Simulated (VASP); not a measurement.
# GaSb3 (P-6m2) in VASP: further runs

The runs below take GaSb3 through single point, with PBE.

All numbers are computed with VASP 6.6.1; they aren't measurements. Logs are shortened: lines on timing, memory, paths and dates and some standing lists are left out, and cuts for length are marked.

### 1 The cell of the first run

Symmetry: P-6m2, No. 187, hexagonal system. The conventional cell has a = 4.755 Å, b = 4.755 Å, c = 5.490 Å, α = 90.00°, β = 90.00°, γ = 120.00°. Within 3.6 Å of Ga (site symmetry -6m2) lie 5 Sb at 2.75 Å. Sb (site symmetry -6m2) has 3 Ga at 2.75 Å within 3.6 Å. Within 3.6 Å of Sb (site symmetry -6m2) lie 3 Sb at 2.75 Å. Within 3.6 Å of Sb (site symmetry -6m2) lie 2 Ga at 2.75 Å and 3 Sb at 2.75 Å.

The cell was built from a structure type or drawn by symmetry, and may not be a known phase.

### 2 Single point, PBE

INCAR

```
SYSTEM = GaSb3
  PREC = Accurate
  ENCUT = 520
  EDIFF = 1E-6
  ISMEAR = 0
  SIGMA = 0.1
  LREAL = .FALSE.
  LASPH = .TRUE.
  NELM = 60
  ALGO = Normal
  ISIF = 2
  LWAVE = .FALSE.
  LCHARG = .FALSE.
  GGA = PE
  NBANDS = 22
```

KPOINTS

```
Automatic mesh
0
G
  6 6 4
  0 0 0
```

POSCAR

```
GaSb3
1.0
    4.7552010400      0.0000000000      0.0000000000
   -2.3776005200      4.1181249000      0.0000000000
    0.0000000000      0.0000000000      5.4904404800
Ga Sb
1 3
Direct
    0.6666666700      0.3333333300      0.0000000000
    0.3333333300      0.6666666700      0.0000000000
    0.0000000000      0.0000000000      0.5000000000
    0.6666666700      0.3333333300      0.5000000000
```

Potentials or basis: VASP PAW PBE potentials, release 64 (Ga_d, Sb).

Launch:

```sh
> cat potpaw_PBE.64/Ga_d/POTCAR potpaw_PBE.64/Sb/POTCAR > POTCAR
> mpirun -np 1 vasp_std > vasp.out
```

OUTCAR:

```text
SYSTEM = GaSb3
   PREC = Accurate
   ENCUT = 520
   EDIFF = 1E-6
   ISMEAR = 0
   LREAL = .FALSE.
   LASPH = .TRUE.
   NELM = 60
   ISIF = 2
   GGA = PE

 ion  position               nearest neighbor table
   1  0.667  0.333  0.000-   4 2.75   4 2.75   2 2.75   2 2.75   2 2.75
   2  0.333  0.667  0.000-   1 2.75   1 2.75   1 2.75
   3  0.000  0.000  0.500-   4 2.75   4 2.75   4 2.75
   4  0.667  0.333  0.500-   1 2.75   1 2.75   3 2.75   3 2.75   3 2.75

  LATTYP: Found a hexagonal cell.
 ALAT       =     4.7552010400
 C/A-ratio  =     1.1546179507

  Lattice vectors:

 A1 = (   4.7552010400,   0.0000000000,   0.0000000000)
 A2 = (  -2.3776005200,   4.1181249000,   0.0000000000)
 A3 = (   0.0000000000,   0.0000000000,   5.4904404800)

Analysis of symmetry for initial positions (statically):
=====================================================================
 Subroutine PRICEL returns:
 Original cell was already a primitive cell.

 Routine SETGRP: Setting up the symmetry group for a
 hexagonal supercell.

 Subroutine GETGRP returns: Found 12 space group operations
 (whereof 12 operations were pure point group operations)
 out of a pool of 24 trial point group operations.

The static configuration has the point symmetry D_3h.

Analysis of symmetry for dynamics (positions and initial velocities):
=====================================================================
 Subroutine PRICEL returns:
 Original cell was already a primitive cell.

 Routine SETGRP: Setting up the symmetry group for a
 hexagonal supercell.

 Subroutine GETGRP returns: Found 12 space group operations
 (whereof 12 operations were pure point group operations)
 out of a pool of 24 trial point group operations.

The dynamic configuration has the point symmetry D_3h.

 Subroutine INISYM returns: Found 12 space group operations
 (whereof 12 operations are pure point group operations),
 and found     1 'primitive' translations

----------------------------------------------------------------------------------------

                                     Primitive cell

  volume of cell :     107.5166

  direct lattice vectors                    reciprocal lattice vectors
     4.755201040  0.000000000  0.000000000     0.210296051  0.121414482  0.000000000
    -2.377600520  4.118124900  0.000000000     0.000000000  0.242828963  0.000000000
     0.000000000  0.000000000  5.490440480     0.000000000  0.000000000  0.182134749

  length of vectors
     4.755201040  4.755201039  5.490440480     0.242828963  0.242828963  0.182134749

  position of ions in fractional coordinates (direct lattice)
     0.666666670  0.333333330  0.000000000
     0.333333330  0.666666670  0.000000000
     0.000000000  0.000000000  0.500000000
     0.666666670  0.333333330  0.500000000

  ion indices of the primitive-cell ions
   primitive index   ion index
                 1           1
                 2           2
                 3           3
                 4           4

----------------------------------------------------------------------------------------

 KPOINTS: Automatic mesh

Automatic generation of k-mesh.
 Grid dimensions read from file:
 generate k-points for:    6    6    4

 Generating k-lattice:

  Cartesian coordinates                     Fractional coordinates (reciprocal lattice)
     0.035049342  0.020235747  0.000000000     0.166666667 -0.000000000  0.000000000
     0.000000000  0.040471494  0.000000000     0.000000000  0.166666667  0.000000000
     0.000000000  0.000000000  0.045533687     0.000000000  0.000000000  0.250000000

  Length of vectors
     0.040471494  0.040471494  0.045533687

  Shift w.r.t. Gamma in fractional coordinates (k-lattice)
     0.000000000  0.000000000  0.000000000

 Subroutine IBZKPT returns following result:
 ===========================================

 Found     21 irreducible k-points:

 Following reciprocal coordinates:
            Coordinates               Weight
  0.000000  0.000000  0.000000      1.000000
  0.166667  0.000000  0.000000      6.000000
  0.333333  0.000000  0.000000      6.000000
  0.500000  0.000000  0.000000      3.000000
  0.166667  0.166667  0.000000      6.000000
  0.333333  0.166667  0.000000     12.000000
[... 13 lines left out ...]
  0.333333  0.166667  0.500000     12.000000
  0.333333  0.333333  0.500000      2.000000
   k-points           NKPTS =     21   k-points in BZ     NKDIM =     21   number of bands    NBANDS=     22
   number of dos      NEDOS =    301   number of ions     NIONS =      4
   total plane-waves  NPLWV =  54432
   dimension x,y,z NGX =    36 NGY =   36 NGZ =   42
   dimension x,y,z NGXF=    72 NGYF=   72 NGZF=   84
   ions per type =               1   3
   NGX,Y,Z   is equivalent  to a cutoff of  12.59, 12.59, 12.72 a.u.
   NGXF,Y,Z  is equivalent  to a cutoff of  25.17, 25.17, 25.43 a.u.
 SYSTEM =  GaSb3
   PREC   = accura    normal or accurate (medium, high low for compatibility)
   ISTART =      0    job   : 0-new  1-cont  2-samecut
   ICHARG =      2    charge: 1-file 2-atom 10-const
   ISPIN  =      1    spin polarized calculation?
   LNONCOLLINEAR =      F non collinear calculations
   LSORBIT =      F    spin-orbit coupling
   LASPH  =      T    aspherical Exc in radial PAW
   ENCUT  =  520.0 eV  38.22 Ry    6.18 a.u.   8.84  8.84 10.21*2*pi/ulx,y,z
   NELM   =     60;   NELMIN=  2; NELMDL= -5     # of ELM steps
   EDIFF  = 0.1E-05   stopping-criterion for ELM
   LREAL  =      F    real-space projection
   EDIFFG = 0.1E-04   stopping-criterion for IOM
   NSW    =      0    number of steps for IOM
   IBRION =     -1    ionic relax: 0-MD 1-quasi-New 2-CG
   NFREE  =      0    steps in history (QN), initial steepest desc. (CG)
   ISIF   =      2    stress and relaxation
   ISYM   =      2    0-nonsym 1-usesym 2-fastsym
   POTIM  = 0.5000    time-step for ionic-motion
   TEBEG  =    0.0;   TEEND  =   0.0 temperature during run
   PSTRESS=    0.0 pullay stress
   NELECT =      28.0000    total number of electrons
   NUPDOWN=      -1.0000    fix difference up-down
   EMIN   =  10.00;   EMAX   =-10.00  energy-range for DOS
   EFERMI =   0.00;   METHOD = LEGACY
   ISMEAR =     0;   SIGMA  =   0.10  broadening in eV -4-tet -1-fermi 0-gaus
   EFERMI_NEDOS =   21; number of points for ismear=-14 and -15
   IALGO  =     38    algorithm
   IMIX   =      4    mixing-type and parameters
     AMIX     =   0.40;   BMIX     =  1.00
     AMIX_MAG =   1.60;   BMIX_MAG =  1.00
  volume/ion in A,a.u.               =      26.88       181.39
  Fermi-wavevector in a.u.,A,eV,Ry     =   1.045448  1.975610 14.870636  1.092961
  Thomas-Fermi vector in A             =   2.180244
   LORBIT       =      0    0 simple, 1 ext, 2 COOP (PROOUT), +10 PAW based schemes
   GGA     = PE    functional components
   LHFCALC =     F    Hartree Fock is set to
   AEXX    =    0.0000 exact exchange contribution
   IVDW    =     0    specifies the selected vdW correction
   LEPSILON=     F    determine dielectric tensor
   LRPA    =     F    only Hartree local field effects (RPA)
 non-spin polarized calculation
 Gauss-broadening in eV      SIGMA  =   0.10
  energy-cutoff  :      520.00
  volume of cell :      107.52
 maximum number of plane-waves:      2943
 NGX is ok and might be reduce to    36
   NGX = 17   NGY = 17   NGZ = 21

 number of electron      27.9999996 magnetization

 Free energy of the ion-electron system (eV)
  ---------------------------------------------------
  ext. energy  EPLUGINS =         0.00000000
  ---------------------------------------------------
  free energy    TOTEN  =       -13.64952110 eV

  energy without entropy =      -13.64146554  energy(sigma->0) =      -13.64549332

 E-fermi :   6.9705     XC(G=0):  -9.8355

 val. band max:        6.9193371245   @ k =   0.1667   0.0000   0.2500
 cond. band min:       7.0837343663   @ k =   0.3333   0.3333   0.5000
 fundamental gap:      0.1643972419
 Fermi energy:         6.9705031951

 k-point     1 :       0.0000    0.0000    0.0000
  band No.  band energies     occupation
      1      -8.1506      2.00000
      2      -8.0691      2.00000
      3      -8.0691      2.00000
      4      -8.0470      2.00000
      5      -8.0470      2.00000
      6      -5.8790      2.00000
[... 14 lines left out ...]
     21      11.9535      0.00000
     22      12.7578      0.00000

 k-point     2 :       0.1667    0.0000    0.0000
  band No.  band energies     occupation
      1      -8.1474      2.00000
      2      -8.0716      2.00000
      3      -8.0663      2.00000
      4      -8.0479      2.00000
      5      -8.0471      2.00000
      6      -5.6506      2.00000
[... 14 lines left out ...]
     21      12.0739      0.00000
     22      12.9873      0.00000

 k-point     3 :       0.3333    0.0000    0.0000
  band No.  band energies     occupation
      1      -8.1410      2.00000
      2      -8.0766      2.00000
      3      -8.0606      2.00000
      4      -8.0498      2.00000
      5      -8.0473      2.00000
      6      -4.9942      2.00000
[... 14 lines left out ...]
     21      13.0458      0.00000
     22      14.4433      0.00000

 k-point     4 :       0.5000    0.0000    0.0000
  band No.  band energies     occupation
      1      -8.1377      2.00000
      2      -8.0793      2.00000
      3      -8.0577      2.00000
      4      -8.0508      2.00000
      5      -8.0474      2.00000
      6      -4.3065      2.00000
[... 14 lines left out ...]
     21      13.3054      0.00000
     22      13.8809      0.00000

 k-point     5 :       0.1667    0.1667    0.0000
  band No.  band energies     occupation
      1      -8.1426      2.00000
      2      -8.0753      2.00000
      3      -8.0620      2.00000
      4      -8.0492      2.00000
      5      -8.0474      2.00000
      6      -5.2046      2.00000
[... 342 lines left out ...]
 k-point    19 :       0.1667    0.1667    0.5000
  band No.  band energies     occupation
      1      -8.1238      2.00000
      2      -8.0747      2.00000
      3      -8.0619      2.00000
      4      -8.0528      2.00000
      5      -8.0502      2.00000
      6      -4.8089      2.00000
[... 14 lines left out ...]
     21      11.7244      0.00000
     22      14.2964      0.00000

 k-point    20 :       0.3333    0.1667    0.5000
  band No.  band energies     occupation
      1      -8.1197      2.00000
      2      -8.0787      2.00000
      3      -8.0577      2.00000
      4      -8.0542      2.00000
      5      -8.0510      2.00000
      6      -4.0845      2.00000
[... 14 lines left out ...]
     21      13.3057      0.00000
     22      13.3191      0.00000

 k-point    21 :       0.3333    0.3333    0.5000
  band No.  band energies     occupation
      1      -8.1176      2.00000
      2      -8.0808      2.00000
      3      -8.0563      2.00000
      4      -8.0533      2.00000
      5      -8.0526      2.00000
      6      -3.5186      2.00000
[... 14 lines left out ...]
     21      13.1941      0.00000
     22      13.2828      0.00000

------------------------ aborting loop because EDIFF is reached ----------------------------------------

  FORCE on cell =-STRESS in cart. coord.  units (eV):
  Direction    XX          YY          ZZ          XY          YZ          ZX
  --------------------------------------------------------------------------------------
  -------------------------------------------------------------------------------------
  Total        7.0332927      7.0332927      2.0594126      0.0000000      0.0000000      0.0000000
  in kB      104.8078197    104.8078196     30.6886902      0.0000000      0.0000000      0.0000000
  external PRESSURE =      80.1014431 kB  Pullay stress =       0.0000000 kB

 VOLUME and BASIS-vectors are now :
 -----------------------------------------------------------------------------
  energy-cutoff  :      520.00
  volume of cell :      107.52
      direct lattice vectors                 reciprocal lattice vectors
     4.755201040  0.000000000  0.000000000     0.210296051  0.121414482  0.000000000
    -2.377600520  4.118124900  0.000000000     0.000000000  0.242828963  0.000000000
     0.000000000  0.000000000  5.490440480     0.000000000  0.000000000  0.182134749

 POSITION                                       TOTAL-FORCE (eV/Angst)
 -----------------------------------------------------------------------------------
      2.37760      1.37271      0.00000         0.000000      0.000000      0.000000
     -0.00000      2.74542      0.00000         0.000000      0.000000      0.000000
      0.00000      0.00000      2.74522        -0.000000      0.000000      0.000000
      2.37760      1.37271      2.74522        -0.000000      0.000000      0.000000
 -----------------------------------------------------------------------------------
    total drift:                               -0.000015      0.000009     -0.000000

  FREE ENERGIE OF THE ION-ELECTRON SYSTEM (eV)
  ---------------------------------------------------
  free  energy   TOTEN  =       -13.6495211004 eV

  energy  without entropy=      -13.6414655436  energy(sigma->0) =      -13.64549332
```

It took 24 s on 1 thread of AMD EPYC 9R45 (Zen 5), shared host; peak memory 0.21 GiB.

Results:

```yaml
Free_energy: -13.6495 eV
Pressure: 8.0 GPa
Band_gap_on_the_k_mesh: zero (bands 14 and 15 overlap by 1.44 eV)
```

Stress tensor (GPa, compression positive):
```
10.48  0.00  0.00
 0.00 10.48  0.00
 0.00  0.00  3.07
```

Caveat: the cell stands under pressure; spin-orbit coupling is left out, which moves the levels of the heavy elements.

### 3 Single point, PBE

This run uses another cell than the first one, of 30.52 Å³/atom.

INCAR

```
PREC = Accurate
ENCUT = 520
EDIFF = 1E-7
ISMEAR = 0
SIGMA = 0.1
LREAL = False
LASPH = True
NELM = 80
ALGO = Normal
ISIF = 2
LWAVE = False
LCHARG = False
GGA = PE
NBANDS = 22
```

KPOINTS

```
regular mesh
0
Gamma
  6 6 4
```

POSCAR

```
GaSb3
1.0
    5.0159891925      0.0000000000      0.0000000000
   -2.5079945963      4.3439740659      0.0000000000
    0.0000000000      0.0000000000      5.6034216451
Ga Sb
1 3
Direct
    0.6666666667      0.3333333333      0.0000000000
    0.3333333333      0.6666666667      0.0000000000
    0.0000000000      0.0000000000      0.5000000000
    0.6666666667      0.3333333333      0.5000000000
```

Potentials or basis: VASP PAW PBE potentials, release 64 (Ga_d, Sb).

Launch:

```sh
> cat potpaw_PBE.64/Ga_d/POTCAR potpaw_PBE.64/Sb/POTCAR > POTCAR
> mpirun -np 1 vasp_std > vasp.out
```

OUTCAR:

```text
PREC = Accurate
   ENCUT = 520
   EDIFF = 1E-7
   ISMEAR = 0
   LREAL = False
   LASPH = True
   NELM = 80
   ISIF = 2
   GGA = PE

 ion  position               nearest neighbor table
   1  0.667  0.333  0.000-   4 2.80   4 2.80   2 2.90   2 2.90   2 2.90
   2  0.333  0.667  0.000-   1 2.90   1 2.90   1 2.90
   3  0.000  0.000  0.500-   4 2.90   4 2.90   4 2.90
   4  0.667  0.333  0.500-   1 2.80   1 2.80   3 2.90   3 2.90   3 2.90

  LATTYP: Found a hexagonal cell.
[... 718 lines left out ...]
  FORCE on cell =-STRESS in cart. coord.  units (eV):
  Direction    XX          YY          ZZ          XY          YZ          ZX
  --------------------------------------------------------------------------------------
  -------------------------------------------------------------------------------------
  Total        0.1936475      0.1936475      0.0303386     -0.0000000      0.0000000      0.0000000
  in kB        2.5411216      2.5411216      0.3981151     -0.0000000      0.0000000      0.0000000
  external PRESSURE =       1.8267861 kB  Pullay stress =       0.0000000 kB

 VOLUME and BASIS-vectors are now :
 -----------------------------------------------------------------------------
  energy-cutoff  :      520.00
  volume of cell :      122.09
      direct lattice vectors                 reciprocal lattice vectors
     5.015989193  0.000000000  0.000000000     0.199362471  0.115101976  0.000000000
    -2.507994596  4.343974066  0.000000000     0.000000000  0.230203953  0.000000000
     0.000000000  0.000000000  5.603421645     0.000000000  0.000000000  0.178462387

 POSITION                                       TOTAL-FORCE (eV/Angst)
 -----------------------------------------------------------------------------------
      2.50799      1.44799      0.00000        -0.000000     -0.000000      0.000000
     -0.00000      2.89598      0.00000         0.000000      0.000000      0.000000
      0.00000      0.00000      2.80171        -0.000000      0.000000      0.000000
      2.50799      1.44799      2.80171        -0.000000      0.000000      0.000000
 -----------------------------------------------------------------------------------
    total drift:                                0.000001     -0.000000      0.000000

  FREE ENERGIE OF THE ION-ELECTRON SYSTEM (eV)
  ---------------------------------------------------
  free  energy   TOTEN  =       -14.0326067851 eV

  energy  without entropy=      -14.0175152850  energy(sigma->0) =      -14.02506104
```

Run time: 32 s. Hardware: 1 thread of AMD EPYC 9R45 (Zen 5), shared host; peak memory 0.23 GiB.

Results:

| Property | Result |
| --- | --- |
| Free energy | -14.0326 eV |
| Pressure | 0.2 GPa |
| Band gap on the k mesh | zero (bands 14 and 15 overlap by 1.31 eV) |

Stress tensor (GPa, compression positive):
```
0.25 0.00 0.00
0.00 0.25 0.00
0.00 0.00 0.04
```

Caveat: spin-orbit coupling is left out, which moves the levels of the heavy elements.
